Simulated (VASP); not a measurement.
# HfH8 (I4/mmm) in VASP: further runs, part 2 of 2

VASP 6.6.1. The steps go on from the part before.

## Step 3: Relaxation of cell and atoms, PBE

This run uses another cell than the first one, of 8.67 Å³/atom.

The input, INCAR:

```
SYSTEM = HfH8
PREC = Accurate
ENCUT = 600
EDIFF = 1E-7
ISMEAR = 0
SIGMA = 0.1
LREAL = .FALSE.
LASPH = .TRUE.
NELM = 80
ALGO = Normal
ISIF = 3
LWAVE = .FALSE.
LCHARG = .FALSE.
GGA = PE
IBRION = 2
NSW = 90
EDIFFG = -0.04
```

The input, KPOINTS:

```
regular mesh
0
G
  6 6 6
  0 0 0
```

The input, POSCAR:

```
HfH8
1.0
   -3.4672160700      3.4672160700      1.6225998600
    3.4672160700     -3.4672160700      1.6225998600
    3.4672160700      3.4672160700     -1.6225998600
Hf H
1 8
Direct
    0.0000000000      0.0000000000      0.0000000000
    0.3381524400      0.3381524400      0.6763048800
    0.6618475600      0.6618475600      0.3236951200
    0.6618475600      0.3381524400      0.0000000000
    0.0000000000      0.6707217700      0.6707217700
    0.3292782300      0.0000000000      0.3292782300
    0.6707217700      0.0000000000      0.6707217700
    0.0000000000      0.3292782300      0.3292782300
    0.3381524400      0.6618475600      0.0000000000
```

Potentials or basis: VASP PAW PBE potentials, release 64 (Hf_pv, H).

Launch:

```
$ cat potpaw_PBE.64/Hf_pv/POTCAR potpaw_PBE.64/H/POTCAR > POTCAR
$ mpirun -np 1 vasp_std > vasp.out
```

OUTCAR:

```text
SYSTEM = HfH8
   PREC = Accurate
   ENCUT = 600
   EDIFF = 1E-7
   ISMEAR = 0
   LREAL = .FALSE.
   LASPH = .TRUE.
   NELM = 80
   ISIF = 3
   GGA = PE
   IBRION = 2
   NSW = 90
   EDIFFG = -0.04

 ion  position               nearest neighbor table
   1  0.000  0.000  0.000-   3 2.27   4 2.27   9 2.27   2 2.27   3 2.27   4 2.27   9 2.27   2 2.27
                             8 2.28   5 2.28   6 2.28   7 2.28
   2  0.338  0.338  0.676-   1 2.27   1 2.27
   3  0.662  0.662  0.324-   1 2.27   1 2.27
   4  0.662  0.338  0.000-   1 2.27   1 2.27
   5  0.000  0.671  0.671-   1 2.28
   6  0.329  0.000  0.329-   1 2.28
   7  0.671  0.000  0.671-   1 2.28
   8  0.000  0.329  0.329-   1 2.28
   9  0.338  0.662  0.000-   1 2.27   1 2.27

  LATTYP: Found a body centered tetragonal cell.
 ALAT       =     6.9344321400
 C/A-ratio  =     0.4679834851

  Lattice vectors:

 A1 = (  -3.4672160700,   3.4672160700,   1.6225998600)
 A2 = (   3.4672160700,  -3.4672160700,   1.6225998600)
[... 1560 lines left out ...]
      8       0.0474      2.00000
      9       1.6474      2.00000
     10       4.4818      0.00000
     11       5.7976      0.00000
     12       6.3765      0.00000
     13       7.2441      0.00000
     14       8.2448      0.00000

 [... further k-points ...]

[... ionic steps 4 to 38 ...]

--------------------------------------- Ionic step       39  -------------------------------------------

 number of electron      18.0000000 magnetization

------------------------ aborting loop because EDIFF is reached ----------------------------------------
[... 81 lines left out ...]
--------------------------------------- Ionic step       41  -------------------------------------------

 number of electron      18.0000000 magnetization

 Free energy of the ion-electron system (eV)
  ---------------------------------------------------
  ext. energy  EPLUGINS =         0.00000000
  ---------------------------------------------------
  free energy    TOTEN  =       -33.56837587 eV

  energy without entropy =      -33.55827125  energy(sigma->0) =      -33.56332356

 E-fermi :   3.2426     XC(G=0): -10.6184

 val. band max:        3.2404868717   @ k =  -0.3333   0.3333   0.0000
 cond. band min:       3.2501373260   @ k =   0.3333   0.1667   0.1667
 fundamental gap:      0.0096504544
 Fermi energy:         3.2425963835
[... 444 lines left out ...]
  FREE ENERGIE OF THE ION-ELECTRON SYSTEM (eV)
  ---------------------------------------------------
  free  energy   TOTEN  =       -33.5683758657 eV

  energy  without entropy=      -33.5582712462  energy(sigma->0) =      -33.56332356

 reached required accuracy - stopping structural energy minimisation
```

OSZICAR:

```text
N       E                     dE             d eps       ncg     rms          rms(c)
DAV:   1     0.276983963526E+02    0.27698E+02   -0.93621E+03   840   0.123E+03
[... 454 lines left out ...]
DAV:   2    -0.335713786241E+02    0.83305E-02   -0.17639E-02   978   0.113E+00    0.413E-01
DAV:   3    -0.335685118851E+02    0.28667E-02   -0.54520E-03  1044   0.535E-01    0.193E-01
DAV:   4    -0.335683971599E+02    0.11473E-03   -0.41260E-04  1080   0.164E-01    0.192E-01
DAV:   5    -0.335683756182E+02    0.21542E-04   -0.63028E-05  1004   0.546E-02    0.371E-02
DAV:   6    -0.335683760333E+02   -0.41512E-06   -0.83311E-06  1014   0.220E-02    0.724E-03
DAV:   7    -0.335683758451E+02    0.18817E-06   -0.47859E-07  1058   0.563E-03    0.353E-03
DAV:   8    -0.335683758657E+02   -0.20585E-07   -0.96402E-08   466   0.216E-03
  41 F= -.33568376E+02 E0= -.33563324E+02  d E =-.213031E-01
```

CONTCAR:

```text
HfH8
   1.00000000000000
    -2.6728979324435338    2.6728979324435338    1.7306505671351504
     2.6728979324435338   -2.6728979324435338    1.7306505671351504
     2.6728979324435338    2.6728979324435338   -1.7306505671351504
  Hf              H
     1     8
Direct
     0.0000000000000000    0.0000000000000000    0.0000000000000000
     0.3256089723161824    0.3256089723161825    0.6512179446323649
     0.6743910276838179    0.6743910276838179    0.3487820553676354
     0.6743910276838179    0.3256089723161825    0.0000000000000000
     0.0000000000000000    0.5739505823587493    0.5739505823587493
     0.4260494176412508    0.0000000000000000    0.4260494176412508
     0.5739505823587491    0.0000000000000000    0.5739505823587491
     0.0000000000000000    0.4260494176412508    0.4260494176412508
     0.3256089723161824    0.6743910276838179    0.0000000000000000

  0.00000000E+00  0.00000000E+00  0.00000000E+00
  0.00000000E+00  0.00000000E+00  0.00000000E+00
  0.00000000E+00  0.00000000E+00  0.00000000E+00
  0.00000000E+00  0.00000000E+00  0.00000000E+00
  0.00000000E+00  0.00000000E+00  0.00000000E+00
  0.00000000E+00  0.00000000E+00  0.00000000E+00
  0.00000000E+00  0.00000000E+00  0.00000000E+00
  0.00000000E+00  0.00000000E+00  0.00000000E+00
  0.00000000E+00  0.00000000E+00  0.00000000E+00
```

Wall time 37 min (1 thread of Oxide Virtual Turin-like, shared host); peak memory 0.29 GiB.

What came out:

```
Free energy                           : -33.5684 eV
Relaxed volume                        : 5.50 Å³/atom
Relaxed cell                          : a = 4.157 Å, b = 4.157 Å, c = 4.157 Å, α = 99.98°, β = 99.98°, γ = 130.80°
Space group after relaxing (to 0.1 Å) : I4/mmm (No. 139)
Pressure after relaxing               : -0.6 GPa
Largest force after relaxing          : 0.030 eV/Å
Band gap on the k mesh                : zero (bands 9 and 10 overlap by 2.58 eV)
```

Forces on the atoms (eV/Å):
```
Hf   0.000  0.000  0.000
H   -0.021 -0.021  0.000
H    0.021  0.021  0.000
H   -0.021  0.021  0.000
H    0.007  0.000  0.000
H    0.000 -0.007  0.000
H    0.000  0.007  0.000
H   -0.007  0.000  0.000
H    0.021 -0.021  0.000
```

Stress tensor (GPa, compression positive):
```
-0.44  0.00  0.00
 0.00 -0.44  0.00
 0.00  0.00 -0.79
```

Final structure:
```
Hf H
1.0
    -2.67290    2.67290    1.73065
     2.67290   -2.67290    1.73065
     2.67290    2.67290   -1.73065
Hf H
1 8
Cartesian
  0.0000 0.0000 0.0000
  1.7406 1.7406 0.0000
  0.9323 0.9323 1.7307
  -0.9323 0.9323 1.7307
  3.0682 0.0000 0.0000
  0.0000 2.2776 0.0000
  0.0000 3.0682 0.0000
  2.2776 0.0000 0.0000
  0.9323 -0.9323 1.7307
```

Levels at points of the mesh, in eV from the Fermi level:
| k point | band 6 | band 7 | band 8 | band 9 | band 10 | band 11 | band 12 | band 13 |
| --- | --- | --- | --- | --- | --- | --- | --- | --- |
| (0.00, 0.00, 0.00) | -4.74 | -3.63 | -1.01 | -1.01 | 1.01 | 1.16 | 1.16 | 3.32 |
| (0.50, 0.00, 0.00) | -5.38 | -4.44 | -3.68 | -1.44 | -0.25 | 1.51 | 2.75 | 4.18 |
| (0.50, 0.50, 0.00) | -3.77 | -2.99 | -2.97 | -0.98 | 0.31 | 0.76 | 1.48 | 2.40 |
| (0.50, 0.50, 0.50) | -5.97 | -5.97 | -3.55 | 2.12 | 2.27 | 2.27 | 2.78 | 3.27 |

Caveat: the volume moved by over 15 % at a fixed basis, so the end points are rough; spin-orbit coupling is left out, which moves the levels of the heavy elements.

## Step 4: Single point, PBE

This run uses another cell than the first one, of 5.53 Å³/atom.

The input, INCAR:

```
SYSTEM = HfH8
  PREC = Accurate
  ENCUT = 520
  EDIFF = 1E-6
  ISMEAR = 0
  SIGMA = 0.1
  LREAL = .FALSE.
  LASPH = .TRUE.
  NELM = 100
  ALGO = Normal
  ISIF = 2
  LWAVE = .FALSE.
  LCHARG = .FALSE.
  GGA = PE
  NBANDS = 19
```

The input, KPOINTS:

```
regular mesh
0
G
  14 14 14
  0 0 0
```

The input, POSCAR:

```
HfH8
1.0
   -2.6840942965      2.6840942965      1.7279078595
    2.6840942965     -2.6840942965      1.7279078595
    2.6840942965      2.6840942965     -1.7279078595
Hf H
1 8
Direct
    0.0000000000      0.0000000000      0.0000000000
    0.3281987175      0.3281987175      0.6563974349
    0.6718012825      0.6718012825      0.3436025651
    0.6718012825      0.3281987175      0.0000000000
    0.0000000000      0.5734892690      0.5734892690
    0.4265107310      0.0000000000      0.4265107310
    0.5734892690      0.0000000000      0.5734892690
    0.0000000000      0.4265107310      0.4265107310
    0.3281987175      0.6718012825      0.0000000000
```

Launch:

```
$ cat potpaw_PBE.64/Hf_pv/POTCAR potpaw_PBE.64/H/POTCAR > POTCAR
$ mpirun -np 1 vasp_std > vasp.out
```

Run time: 4.2 min. Hardware: 1 thread of Oxide Virtual Turin-like, shared host; peak memory 0.3 GiB.

Results (log left out):

```yaml
Free_energy: -33.5853 eV
Pressure: -0.8 GPa
Largest_force: 0.009 eV/Å
Band_gap_on_the_k_mesh: zero (bands 9 and 10 overlap by 2.89 eV)
```

Forces in eV/Å, atoms in the order of the input:
```
Hf   0.000  0.000  0.000
H    0.006  0.006  0.000
H   -0.006 -0.006  0.000
H    0.006 -0.006  0.000
H    0.005  0.000  0.000
H    0.000 -0.005  0.000
H    0.000  0.005  0.000
H   -0.005  0.000  0.000
H   -0.006  0.006  0.000
```

Stress tensor (GPa, compression positive):
```
-0.75  0.00  0.00
 0.00 -0.75  0.00
 0.00  0.00 -0.87
```

Levels at points of the mesh, in eV from the Fermi level:
| k point | band 7 | band 8 | band 9 | band 10 | band 11 | band 12 |
| --- | --- | --- | --- | --- | --- | --- |
| (0.00, 0.00, 0.00) | -3.55 | -1.08 | -1.08 | 1.01 | 1.19 | 1.19 |
| (0.50, 0.00, 0.00) | -4.50 | -3.68 | -1.32 | -0.28 | 1.50 | 2.72 |
| (0.50, 0.50, 0.00) | -2.98 | -2.96 | -0.94 | 0.20 | 0.81 | 1.47 |
| (0.50, 0.50, 0.50) | -5.90 | -3.52 | 2.07 | 2.26 | 2.26 | 2.73 |

Caveat: spin-orbit coupling is left out, which moves the levels of the heavy elements.

## Step 5: Overview

```csv
task,cell,k mesh,cutoff (eV),gap on the mesh (eV),pressure (GPa),largest force (eV/Å)
single point,"a = 4.141 Å, angles 100.1, 100.1, 130.5°, 9 atoms, atomic positions A",6 × 6 × 6,520,none,-0.8,0.01
relaxation of cell and atoms,"relaxed from a = 5.165 Å, angles 95.7, 95.7, 143.4°, 9 atoms, atomic positions B",6 × 6 × 6,600,none,-0.6,0.03
single point,"a = 4.171 Å, angles 99.9, 99.9, 131.0°, 9 atoms, atomic positions C",14 × 14 × 14,520,none,-0.8,0.01
```

Alike in all rows: level PBE; potentials or basis VASP PAW PBE potentials, release 64 (Hf_pv, H); no spin polarisation; smearing gaussian 0.1 eV.

Caveats: some runs use coarse meshes; spin-orbit coupling is left out, which moves the levels of the heavy elements; the volume moved by over 15 % at a fixed basis, so the end points are rough (at least some runs).

Absolute energies hang on the potentials; compare differences alone.
